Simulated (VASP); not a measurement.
# TiH2 (I4/mmm) in VASP: further runs

TiH2 is run at these levels: r2SCAN; tasks: single point.

Everything below comes from runs of VASP 6.6.1. Logs are shortened: lines on timing, memory, paths and dates and some standing lists are left out, and cuts for length are marked.

### 1 The cell of the first run

It takes space group I4/mmm (No. 139, tetragonal). The conventional cell has a = 3.090 Å, b = 3.090 Å, c = 3.927 Å, α = 90.00°, β = 90.00°, γ = 90.00°. Ti (site symmetry 4/mmm) has 8 H at 1.83 Å within 2.4 Å. H (site symmetry -4m2) has 4 Ti at 1.83 Å and 6 H at 1.96 to 2.18 Å within 2.4 Å.

### 2 Single point, r2SCAN (6.25 Å³/atom)

POSCAR

```
TiH2
1.0
   -1.5449010841      1.5449010841      1.9634207058
    1.5449010841     -1.5449010841      1.9634207058
    1.5449010841      1.5449010841     -1.9634207058
Ti H
1 2
Direct
    0.0000000000      0.0000000000      0.0000000000
    0.7500000000      0.2500000000      0.5000000000
    0.2500000000      0.7500000000      0.5000000000
```

INCAR.step1

```
ALGO     = Normal         # electronic algorithm
EDIFF    = 1E-4           # SCF threshold, eV
ENCUT    = 520            # plane-wave cutoff, eV
GGA      = PE             # functional
ISMEAR   = 0              # smearing method
LASPH    = True           # aspherical terms in the spheres
LCHARG   = False          # write CHGCAR
LREAL    = False          # projectors in reciprocal space
LWAVE    = True           # write WAVECAR
NBANDS   = 14             # bands
NELM     = 100            # most SCF steps
PREC     = Accurate       # precision mode
SIGMA    = 0.1            # smearing width, eV
```

INCAR.step2

```
ALGO     = Normal         # electronic algorithm
EDIFF    = 1E-6           # SCF threshold, eV
ENCUT    = 520            # plane-wave cutoff, eV
ISIF     = 2              # what is computed and relaxed
ISMEAR   = 0              # smearing method
ISTART   = 1            
LASPH    = True           # aspherical terms in the spheres
LCHARG   = False          # write CHGCAR
LMIXTAU  = True         
LREAL    = False          # projectors in reciprocal space
LWAVE    = False          # write WAVECAR
METAGGA  = R2SCAN         # meta-GGA
NBANDS   = 14             # bands
NELM     = 100            # most SCF steps
PREC     = Accurate       # precision mode
SIGMA    = 0.1            # smearing width, eV
```

KPOINTS

```
k-points
0
Gamma
  18 18 18
```

Potentials or basis: VASP PAW PBE potentials, release 64 (Ti_sv, H).

Run with:

```sh
> cat potpaw_PBE.64/Ti_sv/POTCAR potpaw_PBE.64/H/POTCAR > POTCAR
> cp INCAR.step1 INCAR
> mpirun -np 1 vasp_std > vasp.out
> cp INCAR.step2 INCAR
> mpirun -np 1 vasp_std > vasp.out
```

OUTCAR:

```text
EDIFF = 1E-6
   ENCUT = 520
   ISIF = 2
   ISMEAR = 0
   ISTART = 1
   LASPH = True
   LREAL = False
   METAGGA = R2SCAN
   NELM = 100
   PREC = Accurate

 ion  position               nearest neighbor table
   1  0.000  0.000  0.000-   2 1.83   3 1.83   2 1.83   3 1.83   2 1.83   3 1.83   2 1.83   3 1.83

   2  0.750  0.250  0.500-   1 1.83   1 1.83   1 1.83   1 1.83
   3  0.250  0.750  0.500-   1 1.83   1 1.83   1 1.83   1 1.83

  LATTYP: Found a body centered tetragonal cell.
 ALAT       =     3.0898021682
 C/A-ratio  =     1.2709038307

  Lattice vectors:

 A1 = (  -1.5449010841,   1.5449010841,   1.9634207058)
 A2 = (   1.5449010841,  -1.5449010841,   1.9634207058)
 A3 = (   1.5449010841,   1.5449010841,  -1.9634207058)

Analysis of symmetry for initial positions (statically):
=====================================================================
 Subroutine PRICEL returns:
 Original cell was already a primitive cell.

 Routine SETGRP: Setting up the symmetry group for a
 body centered tetragonal supercell.

 Subroutine GETGRP returns: Found 16 space group operations
 (whereof 16 operations were pure point group operations)
 out of a pool of 16 trial point group operations.

The static configuration has the point symmetry D_4h.

Analysis of symmetry for dynamics (positions and initial velocities):
=====================================================================
 Subroutine PRICEL returns:
 Original cell was already a primitive cell.

 Routine SETGRP: Setting up the symmetry group for a
 body centered tetragonal supercell.

 Subroutine GETGRP returns: Found 16 space group operations
 (whereof 16 operations were pure point group operations)
 out of a pool of 16 trial point group operations.

The dynamic configuration has the point symmetry D_4h.

 Subroutine INISYM returns: Found 16 space group operations
 (whereof 16 operations are pure point group operations),
 and found     1 'primitive' translations

----------------------------------------------------------------------------------------

                                     Primitive cell

  volume of cell :      18.7445

  direct lattice vectors                    reciprocal lattice vectors
    -1.544901084  1.544901084  1.963420706     0.000000000  0.323645316  0.254657598
     1.544901084 -1.544901084  1.963420706     0.323645316  0.000000000  0.254657598
     1.544901084  1.544901084 -1.963420706     0.323645316  0.323645316  0.000000000

  length of vectors
     2.937423971  2.937423971  2.937423971     0.411821300  0.411821300  0.457703596

  position of ions in fractional coordinates (direct lattice)
     0.000000000  0.000000000  0.000000000
     0.750000000  0.250000000  0.500000000
     0.250000000  0.750000000  0.500000000

  ion indices of the primitive-cell ions
   primitive index   ion index
                 1           1
                 2           2
                 3           3

----------------------------------------------------------------------------------------

 KPOINTS: k-points

Automatic generation of k-mesh.
 Grid dimensions read from file:
 generate k-points for:   18   18   18

 Generating k-lattice:

  Cartesian coordinates                     Fractional coordinates (reciprocal lattice)
     0.000000000  0.017980295  0.014147644     0.055555556  0.000000000 -0.000000000
     0.017980295  0.000000000  0.014147644     0.000000000  0.055555556 -0.000000000
     0.017980295  0.017980295  0.000000000     0.000000000  0.000000000  0.055555556

  Length of vectors
     0.022878961  0.022878961  0.025427978

  Shift w.r.t. Gamma in fractional coordinates (k-lattice)
     0.000000000  0.000000000  0.000000000

 Subroutine IBZKPT returns following result:
 ===========================================

 Found    480 irreducible k-points:

 Following reciprocal coordinates:
            Coordinates               Weight
  0.000000  0.000000  0.000000      1.000000
  0.055556  0.000000 -0.000000      8.000000
  0.111111  0.000000 -0.000000      8.000000
  0.166667  0.000000 -0.000000      8.000000
  0.222222  0.000000 -0.000000      8.000000
  0.277778  0.000000  0.000000      8.000000
[... 16 lines left out ...]
 -0.277778  0.055556  0.000000     16.000000
 -0.222222  0.055556  0.000000     16.000000
 [... further k-points ...]
   k-points           NKPTS =    480   k-points in BZ     NKDIM =    480   number of bands    NBANDS=     14
   number of dos      NEDOS =    301   number of ions     NIONS =      3
   total plane-waves  NPLWV =  13824
   dimension x,y,z NGX =    24 NGY =   24 NGZ =   24
   dimension x,y,z NGXF=    48 NGYF=   48 NGZF=   48
   ions per type =               1   2
   NGX,Y,Z   is equivalent  to a cutoff of  13.58, 13.58, 13.58 a.u.
   NGXF,Y,Z  is equivalent  to a cutoff of  27.17, 27.17, 27.17 a.u.
 SYSTEM =  unknown system
   PREC   = accura    normal or accurate (medium, high low for compatibility)
   ISTART =      1    job   : 0-new  1-cont  2-samecut
   ICHARG =      0    charge: 1-file 2-atom 10-const
   ISPIN  =      1    spin polarized calculation?
   LNONCOLLINEAR =      F non collinear calculations
   LSORBIT =      F    spin-orbit coupling
   LASPH  =      T    aspherical Exc in radial PAW
   ENCUT  =  520.0 eV  38.22 Ry    6.18 a.u.   5.46  5.46  5.46*2*pi/ulx,y,z
   NELM   =    100;   NELMIN=  2; NELMDL=  0     # of ELM steps
   EDIFF  = 0.1E-05   stopping-criterion for ELM
   LREAL  =      F    real-space projection
   EDIFFG = 0.1E-04   stopping-criterion for IOM
   NSW    =      0    number of steps for IOM
   IBRION =     -1    ionic relax: 0-MD 1-quasi-New 2-CG
   NFREE  =      0    steps in history (QN), initial steepest desc. (CG)
   ISIF   =      2    stress and relaxation
   ISYM   =      2    0-nonsym 1-usesym 2-fastsym
   POTIM  = 0.5000    time-step for ionic-motion
   TEBEG  =    0.0;   TEEND  =   0.0 temperature during run
   PSTRESS=    0.0 pullay stress
   NELECT =      14.0000    total number of electrons
   NUPDOWN=      -1.0000    fix difference up-down
   EMIN   =  10.00;   EMAX   =-10.00  energy-range for DOS
   EFERMI =   0.00;   METHOD = LEGACY
   ISMEAR =     0;   SIGMA  =   0.10  broadening in eV -4-tet -1-fermi 0-gaus
   EFERMI_NEDOS =   21; number of points for ismear=-14 and -15
   IALGO  =     38    algorithm
   IMIX   =      4    mixing-type and parameters
     AMIX     =   0.40;   BMIX     =  1.00
     AMIX_MAG =   1.60;   BMIX_MAG =  1.00
  volume/ion in A,a.u.               =       6.25        42.16
  Fermi-wavevector in a.u.,A,eV,Ry     =   1.485340  2.806886 30.017657  2.206236
  Thomas-Fermi vector in A             =   2.598764
   LORBIT       =      0    0 simple, 1 ext, 2 COOP (PROOUT), +10 PAW based schemes
   METAGGA = R2SCAN    functional components
   LHFCALC =     F    Hartree Fock is set to
   AEXX    =    0.0000 exact exchange contribution
   IVDW    =     0    specifies the selected vdW correction
   LEPSILON=     F    determine dielectric tensor
   LRPA    =     F    only Hartree local field effects (RPA)
 non-spin polarized calculation
 Gauss-broadening in eV      SIGMA  =   0.10
  energy-cutoff  :      520.00
  volume of cell :       18.74
 maximum number of plane-waves:       521
 NGX is ok and might be reduce to    24
   NGX = 11   NGY = 11   NGZ = 11

 number of electron      14.0000001 magnetization

 Free energy of the ion-electron system (eV)
  ---------------------------------------------------
  ext. energy  EPLUGINS =         0.00000000
  ---------------------------------------------------
  free energy    TOTEN  =       -21.30870117 eV

  energy without entropy =      -21.30547737  energy(sigma->0) =      -21.30708927

 E-fermi :   9.4241     XC(G=0): -13.1458

 val. band max:        9.4213206872   @ k =  -0.1667   0.4444   0.1111
 cond. band min:       9.4274322802   @ k =  -0.1667   0.1667   0.1667
 fundamental gap:      0.0061115929
 Fermi energy:         9.4241328069

 k-point     1 :       0.0000    0.0000    0.0000
  band No.  band energies     occupation
      1     -50.0389      2.00000
      2     -24.9686      2.00000
      3     -24.9686      2.00000
      4     -24.9394      2.00000
      5      -2.5657      2.00000
      6       8.9340      2.00000
      7       8.9340      2.00000
      8       9.6851      0.00022
      9       9.9384      0.00000
     10      10.7777      0.00000
     11      11.7386      0.00000
     12      25.4891      0.00000
     13      26.4413      0.00000
     14      26.4413      0.00000

 k-point     2 :       0.0556    0.0000   -0.0000
  band No.  band energies     occupation
      1     -50.0355      2.00000
      2     -24.9849      2.00000
      3     -24.9723      2.00000
      4     -24.9459      2.00000
      5      -2.4736      2.00000
      6       8.2506      2.00000
      7       8.9700      2.00000
      8       9.4579      0.63292
      9      10.7621      0.00000
     10      10.9540      0.00000
     11      11.7054      0.00000
     12      24.4844      0.00000
     13      26.5203      0.00000
     14      27.1137      0.00000

 k-point     3 :       0.1111    0.0000   -0.0000
  band No.  band energies     occupation
      1     -50.0257      2.00000
      2     -25.0429      2.00000
      3     -24.9831      2.00000
      4     -24.9533      2.00000
      5      -2.2044      2.00000
      6       7.1950      2.00000
      7       9.0587      2.00000
      8       9.5442      0.08959
      9      10.7391      0.00000
     10      11.6132      0.00000
     11      12.2204      0.00000
     12      23.0993      0.00000
     13      26.7352      0.00000
     14      27.2804      0.00000
[... 324 lines left out ...]
 k-point    23 :      -0.2778    0.0556    0.0000
  band No.  band energies     occupation
      1     -49.9782      2.00000
      2     -25.3253      2.00000
      3     -25.0350      2.00000
      4     -24.9828      2.00000
      5      -0.7903      2.00000
      6       4.8880      2.00000
      7       9.1205      1.99998
      8       9.9451      0.00000
      9      10.9655      0.00000
     10      11.6250      0.00000
     11      15.1051      0.00000
     12      19.8762      0.00000
     13      24.2422      0.00000
     14      26.4681      0.00000

 k-point    24 :      -0.2222    0.0556    0.0000
  band No.  band energies     occupation
      1     -49.9974      2.00000
      2     -25.2113      2.00000
      3     -25.0129      2.00000
      4     -24.9744      2.00000
      5      -1.3800      2.00000
      6       5.5865      2.00000
      7       9.2158      1.99678
      8       9.8809      0.00000
      9      10.6854      0.00000
     10      11.5577      0.00000
     11      14.2324      0.00000
     12      20.9693      0.00000
     13      25.1010      0.00000
     14      26.9040      0.00000

 [... further k-points ...]

------------------------ aborting loop because EDIFF is reached ----------------------------------------

  FORCE on cell =-STRESS in cart. coord.  units (eV):
  Direction    XX          YY          ZZ          XY          YZ          ZX
  --------------------------------------------------------------------------------------
  -------------------------------------------------------------------------------------
  Total        2.8955628      2.8955628      2.8615336      0.0000000      0.0000000     -0.0000000
  in kB      247.4963798    247.4963798    244.5877588      0.0000000      0.0000000     -0.0000000
  external PRESSURE =     246.5268394 kB  Pullay stress =       0.0000000 kB

 VOLUME and BASIS-vectors are now :
 -----------------------------------------------------------------------------
  energy-cutoff  :      520.00
  volume of cell :       18.74
      direct lattice vectors                 reciprocal lattice vectors
    -1.544901084  1.544901084  1.963420706     0.000000000  0.323645316  0.254657598
     1.544901084 -1.544901084  1.963420706     0.323645316  0.000000000  0.254657598
     1.544901084  1.544901084 -1.963420706     0.323645316  0.323645316  0.000000000

 POSITION                                       TOTAL-FORCE (eV/Angst)
 -----------------------------------------------------------------------------------
      0.00000      0.00000      0.00000        -0.000000     -0.000000     -0.000000
      0.00000      1.54490      0.98171        -0.000000      0.000000     -0.000000
      1.54490      0.00000      0.98171         0.000000     -0.000000      0.000000
 -----------------------------------------------------------------------------------
    total drift:                                0.000000      0.000000      0.000000

  FREE ENERGIE OF THE ION-ELECTRON SYSTEM (eV)
  ---------------------------------------------------
  free  energy   TOTEN  =       -21.3087011687 eV

  energy  without entropy=      -21.3054773672  energy(sigma->0) =      -21.30708927
```

Wall time 2.3 min (1 thread of Intel Xeon 6975P-C (Granite Rapids), shared host); peak memory 0.25 GiB.

Results:

| Item | Value |
| --- | --- |
| Free energy | -21.3087 eV |
| Pressure | 24.7 GPa |
| Band gap on the k mesh | zero (bands 7 and 8 overlap by 0.81 eV) |

Levels at points of the mesh, in eV from the Fermi level:
```tsv
k point	band 5	band 6	band 7	band 8	band 9	band 10
(0.00, 0.00, 0.00)	-11.99	-0.49	-0.49	0.26	0.51	1.35
(0.50, 0.00, 0.00)	-8.49	-5.77	-0.71	0.43	2.71	3.09
(0.50, 0.50, 0.00)	-6.68	-6.32	-3.77	2.76	2.95	3.34
(0.50, 0.50, 0.50)	-7.79	-4.62	-3.61	2.96	3.06	3.06
```

Caveat: the cell stands under pressure; the PAW data sets were made with another functional, which shifts forces and pressure a little.

### 3 Single point, r2SCAN (6.46 Å³/atom)

This run uses another cell than the first one, of 6.46 Å³/atom.

POSCAR

```
TiH2
1.0
   -1.5579540464      1.5579540464      1.9964762841
    1.5579540464     -1.5579540464      1.9964762841
    1.5579540464      1.5579540464     -1.9964762841
Ti H
1 2
Direct
    0.0000000000      0.0000000000      0.0000000000
    0.7500000000      0.2500000000      0.5000000000
    0.2500000000      0.7500000000      0.5000000000
```

INCAR.step1

```
SYSTEM = TiH2
PREC     = Accurate       ! precision mode
ENCUT    = 520            ! plane-wave cutoff, eV
ISMEAR   = 0              ! smearing method
SIGMA    = 0.1            ! smearing width, eV
LREAL    = .False.        ! projectors in reciprocal space
LASPH    = .True.         ! aspherical terms in the spheres
NELM     = 60             ! most SCF steps
NBANDS   = 14             ! bands
GGA      = PE             ! functional
ALGO     = Normal         ! electronic algorithm
EDIFF    = 1E-4           ! SCF threshold, eV
LWAVE    = .True.         ! write WAVECAR
LCHARG   = .False.        ! write CHGCAR
```

INCAR.step2

```
SYSTEM = TiH2
PREC     = Accurate       ! precision mode
ENCUT    = 520            ! plane-wave cutoff, eV
EDIFF    = 1E-6           ! SCF threshold, eV
ISMEAR   = 0              ! smearing method
SIGMA    = 0.1            ! smearing width, eV
LREAL    = .False.        ! projectors in reciprocal space
LASPH    = .True.         ! aspherical terms in the spheres
NELM     = 60             ! most SCF steps
ALGO     = Normal         ! electronic algorithm
ISIF     = 2              ! what is computed and relaxed
LWAVE    = .False.        ! write WAVECAR
LCHARG   = .False.        ! write CHGCAR
METAGGA  = R2SCAN         ! meta-GGA
LMIXTAU  = .True.       
NBANDS   = 14             ! bands
ISTART   = 1
```

KPOINTS

```
regular mesh
0
Gamma
  18 18 18
  0 0 0
```

Potentials or basis: VASP PAW PBE potentials, release 64 (Ti_sv, H).

Run with:

```sh
> cat potpaw_PBE.64/Ti_sv/POTCAR potpaw_PBE.64/H/POTCAR > POTCAR
> cp INCAR.step1 INCAR
> mpirun -np 1 vasp_std > vasp.out
> cp INCAR.step2 INCAR
> mpirun -np 1 vasp_std > vasp.out
```

Run time: 2.3 min. Hardware: 1 thread of Intel Xeon 6975P-C (Granite Rapids), shared host; peak memory 0.25 GiB.

Results (log left out):

```
Free energy            : -21.3931 eV
Pressure               : 17.2 GPa
Band gap on the k mesh : zero (bands 7 and 8 overlap by 0.78 eV)
```

Stress tensor (GPa, compression positive):
```
17.31  0.00  0.00
 0.00 17.31  0.00
 0.00  0.00 17.07
```

Levels at points of the mesh, in eV from the Fermi level:
| k point | band 5 | band 6 | band 7 | band 8 | band 9 | band 10 |
| --- | --- | --- | --- | --- | --- | --- |
| (0.00, 0.00, 0.00) | -11.82 | -0.47 | -0.47 | 0.21 | 0.44 | 1.32 |
| (0.50, 0.00, 0.00) | -8.33 | -5.77 | -0.65 | 0.36 | 2.61 | 2.93 |
| (0.50, 0.50, 0.00) | -6.57 | -6.29 | -3.64 | 2.66 | 2.83 | 3.17 |
| (0.50, 0.50, 0.50) | -7.55 | -4.76 | -3.48 | 2.82 | 2.92 | 2.92 |

Caveat: the cell stands under pressure; the PAW data sets were made with another functional, which shifts forces and pressure a little.

[end of part 1 of 2]
